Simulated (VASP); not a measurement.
HfB2:

```
Hf B
1.0
     3.14000    0.00000    0.00000
    -1.57000    2.71932    0.00000
     0.00000    0.00000    3.48000
Hf B
1 2
Cartesian
  0.0000 0.0000 0.0000
  1.5700 0.9064 1.7400
  0.0000 1.8129 1.7400
```

Program: VASP 6.6.1. Alike in all runs: task single point; potentials or basis VASP PAW PBE potentials, release 64 (Hf_pv, B); cell as given.

Problem. Order these runs on this cell by their pressure, lowest first.
A. level PBE+D4+U; spin off; U Hf d U = 8.0 eV; k mesh 10 × 10 × 8; cutoff (eV) 500; smearing fermi-dirac 0.05 eV
B. level PBE; spin off; k mesh 10 × 10 × 8; cutoff (eV) 520; smearing gaussian 0.027 eV
C. level PBEsol; spin non-collinear, zero start, SOC; k mesh 10 × 10 × 8; cutoff (eV) 520; smearing fermi-dirac 0.05 eV
D. level r2SCAN; spin off; k mesh 10 × 10 × 8; cutoff (eV) 550; smearing fermi-dirac 0.05 eV
E. level B3LYP; spin off; k mesh 5 × 5 × 4; cutoff (eV) 520; smearing fermi-dirac 0.05 eV; grid for exact exchange (PRECFOCK) Normal; share of exact exchange 0.2

Solution. C (-4.4 GPa), D (-1.3 GPa), B (1.0 GPa), E (2.8 GPa), A (19.7 GPa).

Caveats: some runs use coarse meshes; the PAW data sets were made with another functional, which shifts forces and pressure a little (at least some runs); the cell stands under tension (at least some runs); the cell stands under pressure (at least some runs); U without spin polarisation on a metal has little footing (at least some runs); the U is typed as a test and isn't derived for this compound (at least some runs).
